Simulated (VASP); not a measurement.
Wanted: the native input for a VASP 6.6.1 run.

- Task: relaxation of cell and atoms
- Functional: PBE
- Potentials or basis: VASP PAW PBE potentials, release 64 (Gd, Ir, F)
- Cutoff: 600 eV
- k mesh: 6 × 6 × 4
- Occupations: gaussian, width 0.1 eV
- Spin: collinear spin, ferromagnetic start
- Starting moments: [7.37, 0.18, 0.0] μB
- Dipole correction: no
- Further INCAR settings: ALGO = Normal; EDIFF = 1e-07; IBRION = 2; EDIFFG = -0.04; NSW = 90; ISIF = 3

The structure of GdIrF lies in POSCAR:

```
GdIrF
1.0
    3.6825633875      0.0000000000      0.0000000000
    0.0000000000      3.6825633875      0.0000000000
    0.0000000000      0.0000000000      4.3121282255
Gd Ir F
1 1 1
Direct
    0.5000000000      0.5000000000      0.5000000000
    0.0000000000      0.0000000000      0.0000000000
    0.5000000000      0.5000000000      0.0000000000
```

The cell was generated, and may not be a known phase.

The input as run:

INCAR

```
ALGO     = Normal         # electronic algorithm
EDIFF    = 1E-7           # SCF threshold, eV
EDIFFG   = -0.04          # ionic threshold
ENCUT    = 600            # plane-wave cutoff, eV
GGA      = PE             # functional
IBRION   = 2              # ionic algorithm
ISIF     = 3              # what is computed and relaxed
ISMEAR   = 0              # smearing method
ISPIN    = 2              # spin polarisation
LASPH    = True           # aspherical terms in the spheres
LCHARG   = False          # write CHGCAR
LMAXMIX  = 6              # l up to which the mixer works
LORBIT   = 11             # projections on sites
LREAL    = False          # projectors in reciprocal space
LWAVE    = False          # write WAVECAR
MAGMOM   = 7.37 0.18 0    # initial moments
NELM     = 150            # most SCF steps
NSW      = 90             # ionic steps
PREC     = Accurate       # precision mode
SIGMA    = 0.1            # smearing width, eV
```

KPOINTS

```
k-points
0
Gamma
  6 6 4
```

Potentials or basis: VASP PAW PBE potentials, release 64 (Gd, Ir, F).

Launch:

```sh
$ cat potpaw_PBE.64/Gd/POTCAR potpaw_PBE.64/Ir/POTCAR potpaw_PBE.64/F/POTCAR > POTCAR
$ mpirun -np 1 vasp_std > vasp.out
```

It gave:

* Relaxed volume: 19.38 Å³/atom
* Relaxed cell: a = 3.673 Å, b = 3.673 Å, c = 4.311 Å, α = 90.00°, β = 90.00°, γ = 90.00°
* Space group after relaxing (to 0.1 Å): P4/mmm (No. 123)
* Energy gained by relaxing: 0.2 meV/atom
* Ionic steps: 2
* Pressure after relaxing: 0.0 GPa
* Net moment: 7.07 μB per cell
* Site moments: Gd +6.77; Ir +0.00; F +0.01 μB
* Valence electrons inside the program's atomic spheres: Gd 15.16; Ir 7.83; F 6.09

Caveat: the k points lie up to 0.36 Å⁻¹ apart in the final cell; a cell with one magnetic atom can't hold antiferromagnetic order, which such compounds often take; semilocal functionals describe open f shells poorly, which spoils levels, moments and volumes.

Wall time 3.2 min on 1 thread of Intel(R) Xeon(R) 6975P-C (Granite Rapids), on a shared host, peak memory 0.29 GiB.
